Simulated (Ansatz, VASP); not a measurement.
One calculation of Re, two programs

```xyz
2
Lattice="2.7598 0.0000 0.0000 -1.3799 2.3901 0.0000 0.0000 0.0000 4.4572" Properties=species:S:1:pos:R:3 pbc="T T T"
Re    0.0000    1.5934    1.1143
Re    1.3799    0.7967    3.3429
```

Alike in both runs: task single point; functional r2SCAN; k mesh 13 × 13 × 7; occupations fermi-dirac, width 0.3 eV; no spin polarisation.

|  | VASP | Ansatz |
| --- | --- | --- |
| version | VASP 6.6.1 | Ansatz 0.2.0 |
| potentials or method | VASP PAW PBE potentials, release 64 (Re), cutoff 520 eV | plane waves (500 eV) with PAW, scalar-relativistic |
| valence electrons in the cell | 14 | 30 |

VASP gave:

- pressure (GPa): 1.6
- traceless stress, the component that is largest in VASP (GPa): -1.04

Which values does Ansatz return?

Pressure (GPa): 1.5; traceless stress, the component that is largest in VASP (GPa): -1.01.

VASP's potentials were made for PBE, not for r2SCAN. VASP's potentials hold 14 valence electrons a cell and Ansatz's 30, so a difference there can come from the potentials and not from the codes.

Neither program's run includes spin-orbit coupling.
